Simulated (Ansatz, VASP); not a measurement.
**One calculation of TiAl3, two programs**

```
CELL_PARAMETERS angstrom
2.83968 0.00000 0.00000
0.00000 4.68126 0.00000
0.00000 0.00000 4.90074
ATOMIC_POSITIONS crystal
Ti 0.00000 0.50000 0.16592
Al 0.50000 0.50000 0.66727
Al 0.50000 0.00000 0.33091
Al 0.00000 0.00000 0.83590
```

Alike in both runs: task single point; functional r2SCAN; k mesh 14 × 10 × 10; no spin polarisation.

```csv
,VASP,Ansatz
version,VASP 6.6.1,Ansatz 0.2.0
potentials or method,"VASP PAW PBE potentials, release 64 (Ti_sv, Al), cutoff 520 eV","scalar-relativistic, plane waves, PAW"
occupations,"methfessel-paxton of order 1, width 0.05 eV","cold, width 0.05 eV"
valence electrons in the cell,21,21
```

|  | VASP | Ansatz | Ansatz less VASP |
| --- | --- | --- | --- |
| gap on the k mesh at the Fermi level (eV) | none | none | - |
| pressure (GPa) | -2.3 | -2.2 | +0.09 |
| traceless stress, the component that is largest in VASP (GPa) | -1.64 | -1.66 | -0.025 |
| rms of the force components (eV/Å) | 0.015 | 0.013 | -0.0021 |

VASP's potentials were made for PBE, not for r2SCAN. Atom by atom the forces differ by 0.005 eV/Å (rms over components). A gap of «none» marks a metal or a gap that the smearing closes.
